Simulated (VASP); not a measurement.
# FeC3 (Pm-3m) in VASP: further runs

Runs on FeC3. Level: PBE. Tasks: single point, relaxation of cell and atoms.

Program: VASP 6.6.1. These are calculated values, not measurements. Logs are shortened: lines on timing, memory, paths and dates and some standing lists are left out, and cuts for length are marked.

### Step 1. The cell of the first run

The structure is cubic, space group Pm-3m (No. 221). The conventional cell has a = 3.079 Å, b = 3.079 Å, c = 3.079 Å, α = 90.00°, β = 90.00°, γ = 90.00°. Fe (site symmetry m-3m) has 12 C at 2.18 Å within 2.9 Å. C (site symmetry 4/mmm) has 4 Fe at 2.18 Å and 8 C at 2.18 Å within 2.9 Å.

### Step 2. Single point, PBE, collinear spin, ferromagnetic start

INCAR

```
SYSTEM = FeC3
ALGO = Normal
EDIFF = 1E-6
ENCUT = 520
GGA = PE
ISIF = 2
ISMEAR = 0
ISPIN = 2
LASPH = .True.
LCHARG = .False.
LMAXMIX = 4
LORBIT = 11
LREAL = .False.
LWAVE = .False.
MAGMOM = 2.42 0 0 0
NBANDS = 22
NELM = 150
PREC = Accurate
SIGMA = 0.1
```

KPOINTS

```
k-points
0
Gamma
  6 6 6
  0 0 0
```

POSCAR

```
FeC3
1.0
    3.0792856682      0.0000000000      0.0000000000
    0.0000000000      3.0792856682      0.0000000000
    0.0000000000      0.0000000000      3.0792856682
Fe C
1 3
Direct
    0.0000000000      0.0000000000      0.0000000000
    0.0000000000      0.5000000000      0.5000000000
    0.5000000000      0.0000000000      0.5000000000
    0.5000000000      0.5000000000      0.0000000000
```

Potentials or basis: VASP PAW PBE potentials, release 64 (Fe, C).

Launch:

```console
$ cat potpaw_PBE.64/Fe/POTCAR potpaw_PBE.64/C/POTCAR > POTCAR
$ mpirun -np 1 vasp_std > vasp.out
```

OUTCAR:

```text
SYSTEM = FeC3
   EDIFF = 1E-6
   ENCUT = 520
   GGA = PE
   ISIF = 2
   ISMEAR = 0
   ISPIN = 2
   LASPH = .True.
   LORBIT = 11
   LREAL = .False.
   NELM = 150
   PREC = Accurate

 ion  position               nearest neighbor table
   1  0.000  0.000  0.000-   2 2.18   3 2.18   4 2.18   2 2.18   3 2.18   2 2.18   4 2.18   2 2.18
                             3 2.18   4 2.18   3 2.18   4 2.18
   2  0.000  0.500  0.500-   1 2.18   1 2.18   1 2.18   1 2.18
   3  0.500  0.000  0.500-   1 2.18   1 2.18   1 2.18   1 2.18
   4  0.500  0.500  0.000-   1 2.18   1 2.18   1 2.18   1 2.18

  LATTYP: Found a simple cubic cell.
 ALAT       =     3.0792856682

  Lattice vectors:

 A1 = (   3.0792856682,   0.0000000000,   0.0000000000)
 A2 = (   0.0000000000,   3.0792856682,   0.0000000000)
 A3 = (   0.0000000000,   0.0000000000,   3.0792856682)

Analysis of symmetry for initial positions (statically):
=====================================================================
 Subroutine PRICEL returns:
 Original cell was already a primitive cell.

 Routine SETGRP: Setting up the symmetry group for a
 simple cubic supercell.

 Subroutine GETGRP returns: Found 48 space group operations
 (whereof 48 operations were pure point group operations)
 out of a pool of 48 trial point group operations.

The static configuration has the point symmetry O_h .

Analysis of symmetry for dynamics (positions and initial velocities):
=====================================================================
 Subroutine PRICEL returns:
 Original cell was already a primitive cell.

 Routine SETGRP: Setting up the symmetry group for a
 simple cubic supercell.

 Subroutine GETGRP returns: Found 48 space group operations
 (whereof 48 operations were pure point group operations)
 out of a pool of 48 trial point group operations.

The dynamic configuration has the point symmetry O_h .

Analysis of structural, dynamic, and magnetic symmetry:
=====================================================================
 Subroutine PRICEL returns:
 Original cell was already a primitive cell.

 Routine SETGRP: Setting up the symmetry group for a
 simple cubic supercell.

 Subroutine GETGRP returns: Found 48 space group operations
 (whereof 48 operations were pure point group operations)
 out of a pool of 48 trial point group operations.

The overall configuration has the point symmetry O_h .

 Subroutine INISYM returns: Found 48 space group operations
 (whereof 48 operations are pure point group operations),
 and found     1 'primitive' translations

----------------------------------------------------------------------------------------

[... 122 lines left out ...]
 spin polarized calculation
 Gauss-broadening in eV      SIGMA  =   0.10
  energy-cutoff  :      520.00
  volume of cell :       29.20
 maximum number of plane-waves:       840
 NGX is ok and might be reduce to    24
   NGX = 11   NGY = 11   NGZ = 11

 number of electron      19.9999990 magnetization       0.6640712

 Free energy of the ion-electron system (eV)
  ---------------------------------------------------
  ext. energy  EPLUGINS =         0.00000000
  ---------------------------------------------------
  free energy    TOTEN  =       -24.54158936 eV

  energy without entropy =      -24.52773973  energy(sigma->0) =      -24.53466455

 E-fermi :   8.8112     XC(G=0): -13.4784

 val. band max:        8.7887258596   @ k =   0.1667   0.1667   0.1667
 cond. band min:       8.8261779538   @ k =   0.5000   0.5000   0.1667
 fundamental gap:      0.0374520942
 Fermi energy:         8.8112152545

 spin component 1

 k-point     1 :       0.0000    0.0000    0.0000
  band No.  band energies     occupation
      1      -9.3372      1.00000
      2       1.2492      1.00000
      3       1.2492      1.00000
      4       2.8086      1.00000
      5       2.8086      1.00000
      6       2.8086      1.00000
[... 489 lines left out ...]
     21      30.2557      0.00000
     22      33.7069      0.00000
 Fermi energy:         8.8112152545

 spin component 2

 k-point     1 :       0.0000    0.0000    0.0000
  band No.  band energies     occupation
      1      -9.3197      1.00000
      2       1.3286      1.00000
      3       1.3286      1.00000
      4       2.8272      1.00000
      5       2.8272      1.00000
      6       2.8272      1.00000
[... 489 lines left out ...]
     21      30.3339      0.00000
     22      33.7235      0.00000

------------------------ aborting loop because EDIFF is reached ----------------------------------------

  FORCE on cell =-STRESS in cart. coord.  units (eV):
  Direction    XX          YY          ZZ          XY          YZ          ZX
  --------------------------------------------------------------------------------------
  -------------------------------------------------------------------------------------
  Total        0.4835687      0.4835687      0.4835687      0.0000000      0.0000000      0.0000000
  in kB       26.5349854     26.5349854     26.5349854      0.0000000      0.0000000      0.0000000
  external PRESSURE =      26.5349854 kB  Pullay stress =       0.0000000 kB

 VOLUME and BASIS-vectors are now :
 -----------------------------------------------------------------------------
  energy-cutoff  :      520.00
  volume of cell :       29.20
      direct lattice vectors                 reciprocal lattice vectors
     3.079285668  0.000000000  0.000000000     0.324750643  0.000000000  0.000000000
     0.000000000  3.079285668  0.000000000     0.000000000  0.324750643  0.000000000
     0.000000000  0.000000000  3.079285668     0.000000000  0.000000000  0.324750643

 POSITION                                       TOTAL-FORCE (eV/Angst)
 -----------------------------------------------------------------------------------
      0.00000      0.00000      0.00000         0.000000      0.000000      0.000000
      0.00000      1.53964      1.53964         0.000000      0.000000      0.000000
      1.53964      0.00000      1.53964         0.000000      0.000000      0.000000
      1.53964      1.53964      0.00000         0.000000      0.000000      0.000000
 -----------------------------------------------------------------------------------
    total drift:                                0.000000     -0.000000     -0.000000

  FREE ENERGIE OF THE ION-ELECTRON SYSTEM (eV)
  ---------------------------------------------------
  free  energy   TOTEN  =       -24.5415893592 eV

  energy  without entropy=      -24.5277397328  energy(sigma->0) =      -24.53466455

 total charge

# of ion       s       p       d       tot
------------------------------------------
    1        0.394   0.591   6.519   7.503
    2        0.982   1.184   0.000   2.166
    3        0.982   1.184   0.000   2.166
    4        0.982   1.184   0.000   2.166
--------------------------------------------------
tot          3.339   4.143   6.519  14.001

 magnetization (x)

# of ion       s       p       d       tot
------------------------------------------
    1        0.008   0.005   0.635   0.647
    2        0.013  -0.013   0.000  -0.000
    3        0.013  -0.013   0.000  -0.000
    4        0.013  -0.013   0.000  -0.000
--------------------------------------------------
tot          0.047  -0.035   0.635   0.647
```

OSZICAR:

```text
N       E                     dE             d eps       ncg     rms          rms(c)
DAV:   1     0.956290206173E+02    0.95629E+02   -0.90382E+03  1848   0.999E+02
DAV:   2    -0.214867796093E+02   -0.11712E+03   -0.10457E+03  1968   0.232E+02
DAV:   3    -0.296819052899E+02   -0.81951E+01   -0.78767E+01  2114   0.600E+01
DAV:   4    -0.298090872997E+02   -0.12718E+00   -0.12697E+00  2066   0.739E+00
[... 12 lines left out ...]
DAV:  99    -0.245410964175E+02   -0.27532E-04   -0.78996E-05  1904   0.605E-02    0.104E-01
DAV: 100    -0.245412845028E+02   -0.18809E-03   -0.25276E-04  2260   0.174E-01    0.105E-01
DAV: 101    -0.245415950366E+02   -0.31053E-03   -0.62158E-04  2470   0.267E-01    0.119E-01
DAV: 102    -0.245415892753E+02    0.57613E-05   -0.19186E-05  1838   0.341E-02    0.119E-01
DAV: 103    -0.245415893592E+02   -0.83940E-07   -0.75898E-08  1054   0.278E-03
   1 F= -.24541589E+02 E0= -.24534665E+02  d E =-.138496E-01  mag=     0.6644
```

Run time: 66 s. Hardware: 1 thread of Intel Xeon 6975P-C (Granite Rapids), shared host; peak memory 0.16 GiB.

Results:

- Free energy: -24.5416 eV
- Pressure: 2.7 GPa
- Net moment: 0.66 μB per cell
- Site moments: Fe +0.65; C -0.00 μB
- Valence electrons inside the program's atomic spheres: Fe 7.50; C 2.17

### Step 3. Single point, PBE, collinear spin, ferromagnetic start

This run uses another cell than the first one, of 8.21 Å³/atom.

INCAR

```
PREC = Accurate ; ENCUT = 520
EDIFF = 1E-6 ; ISMEAR = 0
SIGMA = 0.1 ; LREAL = F
LASPH = T ; NELM = 150
ALGO = Normal ; ISIF = 2
LWAVE = F ; LCHARG = F
ISPIN = 2 ; MAGMOM = 4 0 0 0
LORBIT = 11 ; LMAXMIX = 4
GGA = PE ; NBANDS = 22
```

KPOINTS

```
Automatic mesh
0
Gamma
  6 6 6
```

POSCAR

```
FeC3
1.0
    3.2021332588      0.0000000000      0.0000000000
    0.0000000000      3.2021332588      0.0000000000
    0.0000000000      0.0000000000      3.2021332588
Fe C
1 3
Direct
    0.0000000000      0.0000000000      0.0000000000
    0.0000000000      0.5000000000      0.5000000000
    0.5000000000      0.0000000000      0.5000000000
    0.5000000000      0.5000000000      0.0000000000
```

Potentials or basis: VASP PAW PBE potentials, release 64 (Fe, C).

Launch:

```console
$ cat potpaw_PBE.64/Fe/POTCAR potpaw_PBE.64/C/POTCAR > POTCAR
$ mpirun -np 1 vasp_std > vasp.out
```

It took 27 s on 1 thread of Intel Xeon 6975P-C (Granite Rapids), shared host; peak memory 0.16 GiB.

It converged, with:

```
Free energy                                           : -24.4027 eV
Pressure                                              : -10.8 GPa
Net moment                                            : 2.27 μB per cell
Site moments                                          : Fe +2.23; C +0.01 μB
Valence electrons inside the program's atomic spheres : Fe 7.15; C 2.12
```

Levels at points of the mesh, in eV from the Fermi level:
Spin up:
| k point | band 8 | band 9 | band 10 | band 11 | band 12 | band 13 | band 14 | band 15 |
| --- | --- | --- | --- | --- | --- | --- | --- | --- |
| (0.00, 0.00, 0.00) | -2.57 | -2.57 | -0.92 | -0.92 | 1.64 | 1.64 | 1.64 | 4.80 |
| (0.50, 0.00, 0.00) | -2.12 | -1.14 | -1.14 | 0.00 | 0.00 | 1.02 | 1.02 | 2.75 |
| (0.50, 0.50, 0.00) | -2.03 | -1.49 | -0.49 | -0.15 | 0.51 | 0.51 | 2.31 | 2.31 |
| (0.50, 0.50, 0.50) | -1.87 | -1.87 | -0.98 | -0.98 | -0.98 | 3.59 | 5.33 | 5.33 |
Spin down:
```csv
k point,band 5,band 6,band 7,band 8,band 9,band 10,band 11,band 12,band 13,band 14
"(0.00, 0.00, 0.00)",-5.12,-5.12,-0.24,-0.24,-0.24,0.64,0.64,1.54,1.54,1.54
"(0.50, 0.00, 0.00)",-4.68,-3.90,-1.16,-1.16,-0.59,-0.15,1.20,1.51,1.55,1.55
"(0.50, 0.50, 0.00)",-3.22,-3.22,-1.10,-0.31,-0.24,0.30,0.49,0.49,1.46,3.59
"(0.50, 0.50, 0.50)",-6.42,-6.42,-6.42,0.11,0.11,1.35,1.35,1.35,4.22,5.23
```

Caveat: the cell stands under tension.

### Step 4. Single point, PBE

INCAR

```
PREC = Accurate
ENCUT = 520
EDIFF = 1E-6
ISMEAR = 0
SIGMA = 0.1
LREAL = False
LASPH = True
NELM = 60
ALGO = Normal
ISIF = 2
LWAVE = False
LCHARG = False
GGA = PE
NBANDS = 18
```

KPOINTS

```
Automatic mesh
0
Gamma
  16 16 16
```

POSCAR

```
FeC3
1.0
    3.0803763141      0.0000000000      0.0000000000
    0.0000000000      3.0803763141      0.0000000000
    0.0000000000      0.0000000000      3.0803763141
Fe C
1 3
Direct
    0.0000000000      0.0000000000      0.0000000000
    0.0000000000      0.5000000000      0.5000000000
    0.5000000000      0.0000000000      0.5000000000
    0.5000000000      0.5000000000      0.0000000000
```

Potentials or basis: VASP PAW PBE potentials, release 64 (Fe, C).

Launch:

```console
$ cat potpaw_PBE.64/Fe/POTCAR potpaw_PBE.64/C/POTCAR > POTCAR
$ mpirun -np 1 vasp_std > vasp.out
```

OUTCAR:

```text
PREC = Accurate
   ENCUT = 520
   EDIFF = 1E-6
   ISMEAR = 0
   LREAL = False
   LASPH = True
   NELM = 60
   ISIF = 2
   GGA = PE

 ion  position               nearest neighbor table
   1  0.000  0.000  0.000-   2 2.18   3 2.18   4 2.18   2 2.18   3 2.18   2 2.18   4 2.18   2 2.18
                             3 2.18   4 2.18   3 2.18   4 2.18
   2  0.000  0.500  0.500-   1 2.18   1 2.18   1 2.18   1 2.18
   3  0.500  0.000  0.500-   1 2.18   1 2.18   1 2.18   1 2.18
   4  0.500  0.500  0.000-   1 2.18   1 2.18   1 2.18   1 2.18
[... 705 lines left out ...]
  Direction    XX          YY          ZZ          XY          YZ          ZX
  --------------------------------------------------------------------------------------
  -------------------------------------------------------------------------------------
  Total        0.1798363      0.1798363      0.1798363      0.0000000      0.0000000     -0.0000000
  in kB        9.8577257      9.8577257      9.8577257      0.0000000      0.0000000     -0.0000000
  external PRESSURE =       9.8577257 kB  Pullay stress =       0.0000000 kB

 VOLUME and BASIS-vectors are now :
 -----------------------------------------------------------------------------
  energy-cutoff  :      520.00
  volume of cell :       29.23
      direct lattice vectors                 reciprocal lattice vectors
     3.080376314  0.000000000  0.000000000     0.324635661  0.000000000  0.000000000
     0.000000000  3.080376314  0.000000000     0.000000000  0.324635661  0.000000000
     0.000000000  0.000000000  3.080376314     0.000000000  0.000000000  0.324635661

 POSITION                                       TOTAL-FORCE (eV/Angst)
 -----------------------------------------------------------------------------------
      0.00000      0.00000      0.00000         0.000000      0.000000      0.000000
      0.00000      1.54019      1.54019         0.000000      0.000000      0.000000
      1.54019      0.00000      1.54019         0.000000      0.000000      0.000000
      1.54019      1.54019      0.00000         0.000000      0.000000      0.000000
 -----------------------------------------------------------------------------------
    total drift:                                0.000000     -0.000000     -0.000000

  FREE ENERGIE OF THE ION-ELECTRON SYSTEM (eV)
  ---------------------------------------------------
  free  energy   TOTEN  =       -24.5547037121 eV

  energy  without entropy=      -24.5429044032  energy(sigma->0) =      -24.54880406
```

OSZICAR:

```text
N       E                     dE             d eps       ncg     rms          rms(c)
DAV:   1     0.892436697414E+02    0.89244E+02   -0.99364E+03  6276   0.125E+03
DAV:   2    -0.212964619205E+02   -0.11054E+03   -0.10158E+03  6794   0.249E+02
DAV:   3    -0.295641301118E+02   -0.82677E+01   -0.76774E+01  6648   0.674E+01
DAV:   4    -0.298576172966E+02   -0.29349E+00   -0.28801E+00  6506   0.120E+01
DAV:   5    -0.298628280209E+02   -0.52107E-02   -0.52083E-02  6612   0.167E+00    0.296E+01
DAV:   6    -0.714438346810E+02   -0.41581E+02   -0.32835E+02  6952   0.235E+02    0.955E+01
DAV:   7    -0.298577529577E+02    0.41586E+02   -0.37949E+01  6974   0.166E+02    0.224E+01
DAV:   8    -0.244931706629E+02    0.53646E+01   -0.17228E+01  7712   0.746E+01    0.350E+00
DAV:   9    -0.245795252276E+02   -0.86355E-01   -0.14662E+00  6300   0.809E+00    0.233E+00
DAV:  10    -0.245631168260E+02    0.16408E-01   -0.23683E-01  6400   0.638E+00    0.107E+00
DAV:  11    -0.245545806630E+02    0.85362E-02   -0.43587E-02  7942   0.280E+00    0.209E-01
DAV:  12    -0.245547881540E+02   -0.20749E-03   -0.11267E-03  6194   0.257E-01    0.114E-01
DAV:  13    -0.245547318974E+02    0.56257E-04   -0.49247E-04  7024   0.277E-01    0.516E-02
DAV:  14    -0.245547152510E+02    0.16646E-04   -0.19208E-05  8872   0.413E-02    0.325E-02
DAV:  15    -0.245547034290E+02    0.11822E-04   -0.33084E-05  8882   0.459E-02    0.584E-03
DAV:  16    -0.245547037121E+02   -0.28305E-06   -0.70511E-07  3106   0.986E-03
   1 F= -.24554704E+02 E0= -.24548804E+02  d E =-.117993E-01
```

stdout:

```text
POSCAR found type information on POSCAR FeC
 POSCAR found :  2 types and       4 ions
 scaLAPACK will be used
 LDA part: xc-table for (Slater+PW92), standard interpolation
 POSCAR, INCAR and KPOINTS ok, starting setup
 FFT: planning ... GRIDC
 FFT: planning ... GRID_SOFT
 FFT: planning ... GRID
 WAVECAR not read
 entering main loop
```

It took 25 s on 1 thread of Intel Xeon 6975P-C (Granite Rapids), shared host; peak memory 0.2 GiB.

What came out:

```
Free energy            : -24.5547 eV
Pressure               : 1.0 GPa
Band gap on the k mesh : zero (bands 10 and 11 overlap by 0.99 eV)
```

Caveat: the run has no spin polarisation, though such a crystal can be magnetic.

(Part 1 of 2 ends here.)
